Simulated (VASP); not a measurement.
## ScB2Sb3: single point with PBE

Crystal: ScB2Sb3.

```
Sc B Sb
1.0
     3.37264   -4.98379    0.00000
     3.37264    4.98379    0.00000
     0.00000    0.00000    3.47028
Sc B Sb
1 2 3
Direct
  0.50000 0.50000 0.00000
  0.25344 0.74656 0.00000
  0.74656 0.25344 0.00000
  0.00000 0.00000 0.00000
  0.50000 0.00000 0.50000
  0.00000 0.50000 0.50000
```

The cell was generated, and may not be a known phase.

```
Program             : VASP 6.6.1
Task                : single point
Functional          : PBE
Potentials or basis : VASP PAW PBE potentials, release 64 (Sc_sv, B, Sb)
Cutoff              : 520 eV
k mesh              : 8 × 8 × 12
Occupations         : gaussian, width 0.1 eV
Spin                : no spin polarisation
```

```json
{
 "Pressure": "0.1 GPa",
 "Largest force": "0.005 eV/Å",
 "Band gap on the k mesh": "zero (bands 16 and 17 overlap by 2.33 eV)"
}
```

Forces on the atoms (eV/Å):
```
Sc   0.000  0.000  0.000
B    0.000  0.005  0.000
B    0.000 -0.005  0.000
Sb   0.000  0.000  0.000
Sb   0.000  0.000  0.000
Sb   0.000  0.000  0.000
```

Levels at points of the mesh, in eV from the Fermi level:
| k point | band 14 | band 15 | band 16 | band 17 | band 18 | band 19 |
| --- | --- | --- | --- | --- | --- | --- |
| (0.00, 0.00, 0.00) | -1.37 | 0.33 | 0.44 | 1.63 | 1.76 | 1.96 |
| (0.50, 0.00, 0.00) | -1.28 | -0.55 | 0.73 | 0.92 | 1.55 | 1.65 |
| (0.50, 0.50, 0.00) | -1.58 | -0.61 | -0.18 | 0.44 | 0.88 | 1.33 |
| (0.00, 0.00, 0.50) | -2.25 | -1.97 | -1.57 | -0.38 | 1.15 | 1.19 |
| (0.50, 0.00, 0.50) | -2.46 | -2.17 | -1.91 | -1.06 | 0.30 | 0.85 |
| (0.50, 0.50, 0.50) | -0.08 | -0.04 | 0.20 | 0.24 | 0.67 | 0.77 |

It took 19 min on 1 thread of Oxide Virtual Turin-like Processor, with other jobs on the host, peak memory 0.52 GiB.

Caveat: spin-orbit coupling is left out, which moves the levels of the heavy elements.
